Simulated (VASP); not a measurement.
Input of a VASP 6.6.1 run:

The input INCAR:

```
  PREC = Accurate
  ENCUT = 600
  EDIFF = 1E-6
  ISMEAR = 0
  SIGMA = 0.02
  LREAL = F
  LASPH = T
  NELM = 100
  ALGO = Normal
  ISIF = 3
  LWAVE = F
  LCHARG = F
  GGA = PE
  IBRION = 2
  NSW = 100
  EDIFFG = -0.01
```

KPOINTS

```
regular mesh
0
Gamma
  10 10 10
```

The input POSCAR:

```
AlN
1.0
    0.0000000000      2.0346741403      2.0346741403
    2.0346741403      0.0000000000      2.0346741403
    2.0346741403      2.0346741403      0.0000000000
Al N
1 1
Direct
    0.0000000000      0.0000000000      0.0000000000
    0.5000000000      0.5000000000      0.5000000000
```

Potentials or basis: VASP PAW PBE potentials, release 64 (Al, N).

Command:

```console
$ cat potpaw_PBE.64/Al/POTCAR potpaw_PBE.64/N/POTCAR > POTCAR
$ mpirun -np 1 vasp_std > vasp.out
```

Estimate the band gap on the k mesh.

4.44 eV, indirect (least direct gap 5.43 eV).

Predict the space group after relaxing (to 0.05 Å).

Fm-3m (No. 225).

Final structure:
```cif
data_structure
_symmetry_space_group_name_H-M 'P 1'
_symmetry_Int_Tables_number 1
_cell_length_a 2.8760
_cell_length_b 2.8760
_cell_length_c 2.8760
_cell_angle_alpha 60.000
_cell_angle_beta 60.000
_cell_angle_gamma 60.000
_cell_volume 16.82
loop_
_atom_site_label
_atom_site_type_symbol
_atom_site_fract_x
_atom_site_fract_y
_atom_site_fract_z
_atom_site_occupancy
Al1 Al 0.00000 0.00000 0.00000 1
N1 N 0.50000 0.50000 0.50000 1
```

A k mesh can miss the band edges.
